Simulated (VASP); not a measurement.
Wanted: the native input for a VASP 6.6.1 run.

- Task: single point
- Functional: LDA
- Potentials or basis: VASP PAW LDA potentials, release 64 (Sn_d, Se)
- Cutoff: 520 eV
- k mesh: 8 × 8 × 8
- Occupations: gaussian, width 0.05 eV
- Spin: no spin polarisation
- Dipole correction: no
- Further INCAR settings: ALGO = Normal; EDIFF = 1e-06; NBANDS = 17

The structure of SnSe lies in POSCAR:

```
SnSe
1.0
    0.0263375000      3.0100000000      3.0100000000
    3.0363375000      0.0000000000      3.0363375000
    3.0100000000      3.0100000000      0.0263375000
Sn Se
1 1
Direct
    0.0000000000      0.0000000000      0.0000000000
    0.5000000000      0.5000000000      0.5000000000
```

This cell differs from its parent crystal: strain +0.0175 x Voigt [0, 0, 0, 0, 1, 0].

One way to write it, as run:

INCAR

```
SYSTEM = SnSe
ALGO     = Normal         ! electronic algorithm
EDIFF    = 1E-6           ! SCF threshold, eV
ENCUT    = 520            ! plane-wave cutoff, eV
ISIF     = 2              ! what is computed and relaxed
ISMEAR   = 0              ! smearing method
LASPH    = .True.         ! aspherical terms in the spheres
LCHARG   = .False.        ! write CHGCAR
LREAL    = .False.        ! projectors in reciprocal space
LWAVE    = .False.        ! write WAVECAR
NBANDS   = 17             ! bands
NELM     = 80             ! most SCF steps
PREC     = Accurate       ! precision mode
SIGMA    = 0.05           ! smearing width, eV
```

KPOINTS

```
k-points
0
Gamma
  8 8 8
  0 0 0
```

Potentials or basis: VASP PAW LDA potentials, release 64 (Sn_d, Se).

The run is started by

```console
$ cat potpaw_LDA.64/Sn_d/POTCAR potpaw_LDA.64/Se/POTCAR > POTCAR
$ mpirun -np 1 vasp_std > vasp.out
```

Results of the run:

- Pressure: -3.3 GPa
- Band gap on the k mesh: 0.55 eV (least direct gap 0.63 eV)

Caveat: the cell differs from its parent crystal (strain +0.0175 x Voigt [0, 0, 0, 0, 1, 0]); the cell stands under tension; semilocal functionals underestimate gaps, and a narrow one can read as zero; spin-orbit coupling is left out, which moves the levels of the heavy elements.

Wall time 85 s on 1 thread of Intel Xeon 8259CL, with other jobs on the host, peak memory 0.21 GiB.
